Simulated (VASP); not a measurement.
# KCl (I4/mmm) in VASP: further runs, part 2 of 2

VASP 6.6.1. Earlier steps stand in the parts before.

## Step 3: Single point, PBE (strain +0.0200 x Voigt [0, 0, 1, 0, 0, 0])

Contents of INCAR:

```
SYSTEM = KCl
ALGO = Normal
EDIFF = 1E-6
ENCUT = 520
GGA = PE
ISIF = 2
ISMEAR = 0
LASPH = .TRUE.
LCHARG = .FALSE.
LREAL = .FALSE.
LWAVE = .FALSE.
NBANDS = 15
NELM = 60
PREC = Accurate
SIGMA = 0.05
```

Contents of KPOINTS:

```
k-points
0
G
  6 6 6
  0 0 0
```

Contents of POSCAR:

```
KCl
1.0
    0.0000000000      3.1561000000      3.2192220000
    3.1561000000      0.0000000000      3.2192220000
    3.1561000000      3.1561000000      0.0000000000
K Cl
1 1
Direct
    0.0000000000      0.0000000000      0.0000000000
    0.5000000000      0.5000000000      0.5000000000
```

Potentials or basis: VASP PAW PBE potentials, release 64 (K_sv, Cl).

Launch:

```sh
> cat potpaw_PBE.64/K_sv/POTCAR potpaw_PBE.64/Cl/POTCAR > POTCAR
> mpirun -np 1 vasp_std > vasp.out
```

OUTCAR:

```text
SYSTEM = KCl
   EDIFF = 1E-6
   ENCUT = 520
   GGA = PE
   ISIF = 2
   ISMEAR = 0
   LASPH = .TRUE.
   LREAL = .FALSE.
   NELM = 60
   PREC = Accurate

 ion  position               nearest neighbor table
   1  0.000  0.000  0.000-   2 3.16   2 3.16   2 3.16   2 3.16   2 3.22   2 3.22
   2  0.500  0.500  0.500-   1 3.16   1 3.16   1 3.16   1 3.16   1 3.22   1 3.22

  LATTYP: Found a body centered tetragonal cell.
 ALAT       =     4.4633994242
 C/A-ratio  =     1.4424978336

  Lattice vectors:

 A1 = (  -3.1561000000,   0.0000000000,   3.2192220000)
 A2 = (   3.1561000000,   0.0000000000,   3.2192220000)
 A3 = (   0.0000000000,   3.1561000000,  -3.2192220000)

Analysis of symmetry for initial positions (statically):
=====================================================================
 Subroutine PRICEL returns:
 Original cell was already a primitive cell.

 Routine SETGRP: Setting up the symmetry group for a
 body centered tetragonal supercell.

 Subroutine GETGRP returns: Found 16 space group operations
 (whereof 16 operations were pure point group operations)
 out of a pool of 16 trial point group operations.

The static configuration has the point symmetry D_4h.

Analysis of symmetry for dynamics (positions and initial velocities):
=====================================================================
 Subroutine PRICEL returns:
 Original cell was already a primitive cell.

 Routine SETGRP: Setting up the symmetry group for a
 body centered tetragonal supercell.

 Subroutine GETGRP returns: Found 16 space group operations
 (whereof 16 operations were pure point group operations)
 out of a pool of 16 trial point group operations.

The dynamic configuration has the point symmetry D_4h.

 Subroutine INISYM returns: Found 16 space group operations
 (whereof 16 operations are pure point group operations),
 and found     1 'primitive' translations

----------------------------------------------------------------------------------------

                                     Primitive cell

  volume of cell :      64.1331

  direct lattice vectors                    reciprocal lattice vectors
     0.000000000  3.156100000  3.219222000    -0.158423371  0.158423371  0.155317030
     3.156100000  0.000000000  3.219222000     0.158423371 -0.158423371  0.155317030
     3.156100000  3.156100000  0.000000000     0.158423371  0.158423371 -0.155317030

  length of vectors
     4.508254373  4.508254373  4.463399424     0.272615679  0.272615679  0.272615679

  position of ions in fractional coordinates (direct lattice)
     0.000000000  0.000000000  0.000000000
     0.500000000  0.500000000  0.500000000

  ion indices of the primitive-cell ions
   primitive index   ion index
                 1           1
                 2           2

----------------------------------------------------------------------------------------

 KPOINTS: k-points

Automatic generation of k-mesh.
 Grid dimensions read from file:
 generate k-points for:    6    6    6

 Generating k-lattice:

  Cartesian coordinates                     Fractional coordinates (reciprocal lattice)
    -0.026403895  0.026403895  0.025886172     0.166666667 -0.000000000  0.000000000
     0.026403895 -0.026403895  0.025886172    -0.000000000  0.166666667  0.000000000
     0.026403895  0.026403895 -0.025886172     0.000000000  0.000000000  0.166666667

  Length of vectors
     0.045435947  0.045435947  0.045435947

  Shift w.r.t. Gamma in fractional coordinates (k-lattice)
     0.000000000  0.000000000  0.000000000
[... 39 lines left out ...]
   NGX,Y,Z   is equivalent  to a cutoff of  13.28, 13.28, 13.41 a.u.
   NGXF,Y,Z  is equivalent  to a cutoff of  26.55, 26.55, 26.82 a.u.
 SYSTEM =  KCl
   PREC   = accura    normal or accurate (medium, high low for compatibility)
   ISTART =      0    job   : 0-new  1-cont  2-samecut
   ICHARG =      2    charge: 1-file 2-atom 10-const
   ISPIN  =      1    spin polarized calculation?
   LNONCOLLINEAR =      F non collinear calculations
   LSORBIT =      F    spin-orbit coupling
   LASPH  =      T    aspherical Exc in radial PAW
   ENCUT  =  520.0 eV  38.22 Ry    6.18 a.u.   8.38  8.38  8.30*2*pi/ulx,y,z
   NELM   =     60;   NELMIN=  2; NELMDL= -5     # of ELM steps
   EDIFF  = 0.1E-05   stopping-criterion for ELM
   LREAL  =      F    real-space projection
   EDIFFG = 0.1E-04   stopping-criterion for IOM
   NSW    =      0    number of steps for IOM
   IBRION =     -1    ionic relax: 0-MD 1-quasi-New 2-CG
   NFREE  =      0    steps in history (QN), initial steepest desc. (CG)
   ISIF   =      2    stress and relaxation
   ISYM   =      2    0-nonsym 1-usesym 2-fastsym
   POTIM  = 0.5000    time-step for ionic-motion
   TEBEG  =    0.0;   TEEND  =   0.0 temperature during run
   PSTRESS=    0.0 pullay stress
   NELECT =      16.0000    total number of electrons
   NUPDOWN=      -1.0000    fix difference up-down
   EMIN   =  10.00;   EMAX   =-10.00  energy-range for DOS
   EFERMI =   0.00;   METHOD = LEGACY
   ISMEAR =     0;   SIGMA  =   0.05  broadening in eV -4-tet -1-fermi 0-gaus
   EFERMI_NEDOS =   21; number of points for ismear=-14 and -15
   IALGO  =     38    algorithm
   IMIX   =      4    mixing-type and parameters
     AMIX     =   0.40;   BMIX     =  1.00
     AMIX_MAG =   1.60;   BMIX_MAG =  1.00
  volume/ion in A,a.u.               =      32.07       216.40
  Fermi-wavevector in a.u.,A,eV,Ry     =   1.030593  1.947539 14.451057  1.062123
  Thomas-Fermi vector in A             =   2.164699
   LORBIT       =      0    0 simple, 1 ext, 2 COOP (PROOUT), +10 PAW based schemes
   GGA     = PE    functional components
   LHFCALC =     F    Hartree Fock is set to
   AEXX    =    0.0000 exact exchange contribution
   IVDW    =     0    specifies the selected vdW correction
   LEPSILON=     F    determine dielectric tensor
   LRPA    =     F    only Hartree local field effects (RPA)
 non-spin polarized calculation
 Gauss-broadening in eV      SIGMA  =   0.05
  energy-cutoff  :      520.00
  volume of cell :       64.13
 maximum number of plane-waves:      1750
 NGX is ok and might be reduce to    36
   NGX = 17   NGY = 17   NGZ = 17

 number of electron      15.9999999 magnetization

 Free energy of the ion-electron system (eV)
  ---------------------------------------------------
  ext. energy  EPLUGINS =         0.00000000
  ---------------------------------------------------
  free energy    TOTEN  =        -6.80845137 eV

  energy without entropy =       -6.80845137  energy(sigma->0) =       -6.80845137

 E-fermi :  -1.6992     XC(G=0):  -7.4210

 val. band max:       -1.9513826446   @ k =   0.0000   0.0000   0.0000
 cond. band min:       3.1324659688   @ k =   0.0000   0.0000   0.0000
 fundamental gap:      5.0838486134
 Fermi energy:        -1.6992134651

 k-point     1 :       0.0000    0.0000    0.0000
  band No.  band energies     occupation
      1     -29.2235      2.00000
      2     -14.0412      2.00000
      3     -12.6857      2.00000
      4     -12.6830      2.00000
      5     -12.6830      2.00000
      6      -1.9614      2.00000
      7      -1.9514      2.00000
      8      -1.9514      2.00000
      9       3.1325      0.00000
     10       6.3285      0.00000
     11       6.4494      0.00000
     12       6.4494      0.00000
     13       7.2259      0.00000
     14       7.3145      0.00000
[... 401 lines left out ...]
      2     -14.0258      2.00000
      3     -12.7669      2.00000
      4     -12.7252      2.00000
      5     -12.6685      2.00000
      6      -2.5973      2.00000
      7      -2.2985      2.00000
      8      -2.1989      2.00000
      9       5.0070      0.00000
     10       6.2710      0.00000
     11       7.8305      0.00000
     12       8.4454      0.00000
     13       8.5639      0.00000
     14       9.2809      0.00000
     15       9.7857      0.00000

 [... further k-points ...]

------------------------ aborting loop because EDIFF is reached ----------------------------------------

  FORCE on cell =-STRESS in cart. coord.  units (eV):
  Direction    XX          YY          ZZ          XY          YZ          ZX
  --------------------------------------------------------------------------------------
  -------------------------------------------------------------------------------------
  Total        0.1865583      0.1865583     -0.0624295      0.0000000      0.0000000     -0.0000000
  in kB        4.6606089      4.6606089     -1.5596159      0.0000000      0.0000000     -0.0000000
  external PRESSURE =       2.5872006 kB  Pullay stress =       0.0000000 kB

 VOLUME and BASIS-vectors are now :
 -----------------------------------------------------------------------------
  energy-cutoff  :      520.00
  volume of cell :       64.13
      direct lattice vectors                 reciprocal lattice vectors
     0.000000000  3.156100000  3.219222000    -0.158423371  0.158423371  0.155317030
     3.156100000  0.000000000  3.219222000     0.158423371 -0.158423371  0.155317030
     3.156100000  3.156100000  0.000000000     0.158423371  0.158423371 -0.155317030

 POSITION                                       TOTAL-FORCE (eV/Angst)
 -----------------------------------------------------------------------------------
      0.00000      0.00000      0.00000         0.000000     -0.000000      0.000000
      3.15610      3.15610      3.21922        -0.000000      0.000000      0.000000
 -----------------------------------------------------------------------------------
    total drift:                                0.000000      0.000000      0.000000

  FREE ENERGIE OF THE ION-ELECTRON SYSTEM (eV)
  ---------------------------------------------------
  free  energy   TOTEN  =        -6.8084513741 eV

  energy  without entropy=       -6.8084513741  energy(sigma->0) =       -6.80845137
```

OSZICAR:

```text
N       E                     dE             d eps       ncg     rms          rms(c)
DAV:   1     0.101736482750E+03    0.10174E+03   -0.70781E+03   900   0.947E+02
DAV:   2    -0.546849127090E+00   -0.10228E+03   -0.93166E+02  1160   0.235E+02
DAV:   3    -0.686892671718E+01   -0.63221E+01   -0.62869E+01  1250   0.517E+01
DAV:   4    -0.710656481224E+01   -0.23764E+00   -0.23758E+00  1387   0.923E+00
DAV:   5    -0.710848587705E+01   -0.19211E-02   -0.19210E-02  1271   0.924E-01    0.321E+00
DAV:   6    -0.681036213675E+01    0.29812E+00   -0.43226E-01  1124   0.326E+00    0.262E+00
DAV:   7    -0.679461096014E+01    0.15751E-01   -0.10480E-01  1222   0.181E+00    0.152E+00
DAV:   8    -0.680705187848E+01   -0.12441E-01   -0.16490E-02  1148   0.955E-01    0.181E-01
DAV:   9    -0.680783770239E+01   -0.78582E-03   -0.10255E-03  1187   0.200E-01    0.994E-02
DAV:  10    -0.680844335857E+01   -0.60566E-03   -0.64389E-04   942   0.159E-01    0.217E-02
DAV:  11    -0.680844774134E+01   -0.43828E-05   -0.24649E-05  1279   0.272E-02    0.520E-03
DAV:  12    -0.680845100985E+01   -0.32685E-05   -0.37637E-06   997   0.137E-02    0.484E-03
DAV:  13    -0.680845137409E+01   -0.36424E-06   -0.62390E-07   933   0.449E-03
   1 F= -.68084514E+01 E0= -.68084514E+01  d E =-.249529E-14
```

Wall time 70 s (1 thread of AMD EPYC, shared host); peak memory 0.18 GiB.

Results:

```yaml
Free_energy: -6.8085 eV
Pressure: 0.3 GPa
Band_gap_on_the_k_mesh: 5.08 eV, direct
```

Levels at points of the mesh, in eV from the valence-band top:
```
           k point  band 4  band 5  band 6  band 7  band 8  band 9  band 10  band 11  band 12  band 13
(0.00, 0.00, 0.00)  -10.73  -10.73   -0.01    0.00    0.00    5.08     8.28     8.40     8.40     9.18
(0.50, 0.00, 0.00)  -10.74  -10.50   -1.01   -0.31   -0.31    7.50     8.48    10.41    10.44    11.22
(0.50, 0.50, 0.00)  -10.78  -10.78   -0.66   -0.21   -0.21    6.57     8.20     9.81    10.15    10.50
(0.50, 0.00, 0.50)  -10.79  -10.78   -0.63   -0.23   -0.23    6.54     8.22     9.94    10.19    10.51
```

Caveat: the cell differs from its parent crystal (strain +0.0200 x Voigt [0, 0, 1, 0, 0, 0]).

## Step 4: Single point, PBE (strain +0.0350 x Voigt [0, 0, 1, 0, 0, 0])

Contents of INCAR:

```
PREC = Accurate ; ENCUT = 520
EDIFF = 1E-7 ; ISMEAR = 0
SIGMA = 0.05 ; LREAL = F
LASPH = T ; NELM = 60
ALGO = Normal ; ISIF = 2
LWAVE = F ; LCHARG = F
GGA = PE ; NBANDS = 15
```

Contents of KPOINTS:

```
Automatic mesh
0
Gamma
  6 6 6
```

Contents of POSCAR:

```
KCl
1.0
    0.0000000000      3.1561000000      3.2665635000
    3.1561000000      0.0000000000      3.2665635000
    3.1561000000      3.1561000000      0.0000000000
K Cl
1 1
Direct
    0.0000000000      0.0000000000      0.0000000000
    0.5000000000      0.5000000000      0.5000000000
```

Launch:

```sh
> cat potpaw_PBE.64/K_sv/POTCAR potpaw_PBE.64/Cl/POTCAR > POTCAR
> mpirun -np 1 vasp_std > vasp.out
```

Wall time 80 s (1 thread of AMD EPYC, shared host); peak memory 0.17 GiB.

It converged, with:

```
Free energy            : -6.8064 eV
Pressure               : 0.0 GPa
Band gap on the k mesh : 5.03 eV, direct
```

Stress tensor (GPa, compression positive):
```
 0.36  0.00  0.00
 0.00  0.36  0.00
 0.00  0.00 -0.60
```

Levels at points of the mesh, in eV from the valence-band top:
| k point | band 4 | band 5 | band 6 | band 7 | band 8 | band 9 | band 10 | band 11 | band 12 | band 13 |
| --- | --- | --- | --- | --- | --- | --- | --- | --- | --- | --- |
| (0.00, 0.00, 0.00) | -10.77 | -10.77 | -0.01 | 0.00 | 0.00 | 5.03 | 8.21 | 8.42 | 8.42 | 9.13 |
| (0.50, 0.00, 0.00) | -10.77 | -10.54 | -0.99 | -0.30 | -0.30 | 7.46 | 8.42 | 10.35 | 10.41 | 11.11 |
| (0.50, 0.50, 0.00) | -10.81 | -10.81 | -0.66 | -0.19 | -0.19 | 6.59 | 8.12 | 9.66 | 10.10 | 10.44 |
| (0.50, 0.00, 0.50) | -10.82 | -10.82 | -0.62 | -0.24 | -0.23 | 6.54 | 8.16 | 9.88 | 10.18 | 10.46 |

Caveat: the cell differs from its parent crystal (strain +0.0350 x Voigt [0, 0, 1, 0, 0, 0]).

## Step 5: Overview

```tsv
cell	gap on the mesh (eV)	pressure (GPa)
a = 4.486, b = 4.486, c = 4.463 Å, angles 60.2, 60.2, 59.7°, 2 atoms	5.12	0.4
a = 4.508, b = 4.508, c = 4.463 Å, angles 60.3, 60.3, 59.3°, 2 atoms	5.08	0.3
a = 4.542, b = 4.542, c = 4.463 Å, angles 60.6, 60.6, 58.9°, 2 atoms	5.03	0.0
```

Alike in all rows: task single point; level PBE; potentials or basis VASP PAW PBE potentials, release 64 (K_sv, Cl); no spin polarisation; k mesh 6 × 6 × 6; cutoff (eV) 520; smearing gaussian 0.05 eV.

Absolute energies hang on the potentials; compare differences alone.
